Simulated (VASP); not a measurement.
TiB2:

```xyz
3
Lattice="2.9883 0.0000 0.0000 -1.4941 2.5879 0.0000 0.0000 0.0000 3.1848" Properties=species:S:1:pos:R:3 pbc="T T T"
Ti    0.0000    0.0000    0.0000
B     1.4941    0.8626    1.5924
B     0.0000    1.7253    1.5924
```

Program: VASP 6.6.1. Alike in all runs: task single point; no spin polarisation; cell as given; k mesh 10 × 10 × 8; cutoff (eV) 520; smearing fermi-dirac 0.05 eV.

Problem. Order these runs on this cell by their pressure, lowest first.
A. level r2SCAN; potentials or basis VASP PAW PBE potentials, release 64 (Ti_sv, B)
B. level PBEsol; potentials or basis VASP PAW PBE potentials, release 64 (Ti_sv, B)
C. level LDA; potentials or basis VASP PAW LDA potentials, release 64 (Ti_sv, B)

Solution. C (-0.1 GPa), B (6.3 GPa), A (11.2 GPa).

Caveats: the PAW data sets were made with another functional, which shifts forces and pressure a little (some runs).
